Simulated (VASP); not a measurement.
## BN: G0W0 quasiparticle levels with r2SCAN

Crystal: BN.

```
CELL_PARAMETERS angstrom
2.54395 0.00000 0.00000
-1.27197 2.20312 0.00000
0.00000 0.00000 4.20782
ATOMIC_POSITIONS crystal
B 0.66667 0.33333 0.00020
B 0.33333 0.66667 0.50020
N 0.66667 0.33333 0.37480
N 0.33333 0.66667 0.87480
```

```yaml
Program: VASP 6.6.1
Task: G0W0 quasiparticle levels
Functional: r2SCAN
Potentials_or_basis: VASP PAW PBE potentials, release 64 (B_GW, N_GW)
Cutoff: 500 eV
k_mesh: 6 × 6 × 4
Occupations: gaussian, width 0.01 eV
Spin: no spin polarisation
Dipole_correction: no
GW_scheme: G0W0
GW_iterations: 1
Cutoff_of_the_response_function: 180
Frequency_points: 96
Empty_bands: 129
Further_INCAR_settings: ALGO = EVGW0; EDIFF = 1e-08; NBANDS = 137
```

```json
{"Quasiparticle gap": "6.91 eV", "Least direct quasiparticle gap": "10.49 eV", "Band gap of the starting levels on the mesh": "5.73 eV", "Least direct gap of the starting levels on the mesh": "9.00 eV"}
```

It took 6.5 min on 1 thread of AMD EPYC 9R45 96-Core Processor (Zen 5), on a shared host, peak memory 0.45 GiB.

Caveat: the k points lie up to 0.48 Å⁻¹ apart; bands, screening cutoff and mesh are small and nothing is extrapolated, so the quasiparticle values aren't converged.
